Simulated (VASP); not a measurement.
**Ta: single point with PBE**

The system is Ta.

```
Ta
1.0
    -1.65128    1.65128    1.70082
     1.65128   -1.65128    1.70082
     1.65128    1.65128   -1.70082
Ta
1
Cartesian
  0.0000 0.0000 0.0000
```

This cell differs from its parent crystal: strain +0.000 along x and y, +0.030 along z.

| Property | Result |
| --- | --- |
| Program | VASP 6.6.1 |
| Task | single point |
| Functional | PBE |
| Potentials or basis | VASP PAW PBE potentials, release 64 (Ta_pv) |
| Cutoff | 520 eV |
| k mesh | 20 × 20 × 20 |
| Occupations | gaussian, width 0.15 eV |
| Spin | no spin polarisation |
| Dipole correction | no |
| Further INCAR settings | ALGO = Normal; EDIFF = 1e-06; NBANDS = 12 |

```json
{
  "Pressure": "-2.5 GPa"
}
```

Stress tensor (GPa, compression positive):
```
-1.48  0.00  0.00
 0.00 -1.48  0.00
 0.00  0.00 -4.64
```

Levels at points of the mesh, in eV from the Fermi level:
```csv
k point,band 4,band 5,band 6,band 7,band 8,band 9
"(0.00, 0.00, 0.00)",-7.80,0.62,0.62,0.98,3.65,4.13
"(0.50, 0.00, 0.00)",-4.26,-1.33,1.39,3.55,4.74,7.47
"(0.50, 0.50, 0.00)",-4.23,-1.70,1.60,4.08,4.92,7.56
"(0.50, 0.50, 0.50)",-3.67,-3.59,6.52,6.64,6.64,7.89
```

It took 82 s on 1 thread of Intel(R) Xeon(R) Platinum 8259CL CPU @ 2.50GHz (Skylake/Cascade Lake) (shared host), peak memory 0.25 GiB.

Caveat: the cell differs from its parent crystal (strain +0.000 along x and y, +0.030 along z); spin-orbit coupling is left out, which moves the levels of the heavy elements.
